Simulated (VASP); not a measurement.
## Ge: single point with PBE

Crystal: Ge.

```
CELL_PARAMETERS angstrom
7.63564 0.00000 0.00000
-3.81782 6.61266 0.00000
0.00000 0.00000 5.18864
ATOMIC_POSITIONS crystal
Ge 0.28984 0.00000 0.00000
Ge 0.00000 0.28984 0.66667
Ge 0.71016 0.71016 0.33333
Ge 0.71016 0.00000 0.50000
Ge 0.00000 0.71016 0.16667
Ge 0.28984 0.28984 0.83333
Ge 0.40823 0.81646 0.75000
Ge 0.18354 0.59177 0.41667
Ge 0.40823 0.59177 0.08333
Ge 0.59177 0.18354 0.25000
Ge 0.81646 0.40823 0.91667
Ge 0.59177 0.40823 0.58333
```

The cell was generated, and may not be a known phase.

| Quantity | Value |
| --- | --- |
| Program | VASP 6.6.1 |
| Task | single point |
| Functional | PBE |
| Potentials or basis | VASP PAW PBE potentials, release 64 (Ge_d) |
| Cutoff | 520 eV |
| k mesh | 3 × 3 × 4 |
| Occupations | gaussian, width 0.1 eV |
| Spin | no spin polarisation |

```
Pressure               : 9.6 GPa
Largest force          : 0.387 eV/Å
Band gap on the k mesh : 1.00 eV (least direct gap 1.02 eV)
```

Forces in eV/Å, atoms in the order of the input:
```
Ge  -0.387  0.000  0.000
Ge   0.193 -0.335  0.000
Ge   0.193  0.335  0.000
Ge   0.387  0.000  0.000
Ge  -0.193  0.335  0.000
Ge  -0.193 -0.335  0.000
Ge   0.000  0.082  0.000
Ge  -0.071 -0.041  0.000
Ge   0.071 -0.041  0.000
Ge   0.000 -0.082  0.000
Ge   0.071  0.041  0.000
Ge  -0.071  0.041  0.000
```

Stress tensor (GPa, compression positive):
```
9.48 0.00 0.00
0.00 9.48 0.00
0.00 0.00 9.88
```

Levels at points of the mesh, in eV from the valence-band top:
```tsv
k point	band 81	band 82	band 83	band 84	band 85	band 86	band 87	band 88
(0.00, 0.00, 0.00)	-1.62	-0.86	-0.86	-0.50	1.48	1.48	1.61	2.15
(0.00, 0.00, 0.50)	-1.02	-1.02	-0.39	-0.39	1.64	1.64	1.81	1.81
```

Wall time 7.6 min on 1 thread of Oxide Virtual Turin-like Processor, on a shared host, peak memory 0.39 GiB.

Caveat: the cell stands under pressure. A k mesh can miss the band edges.
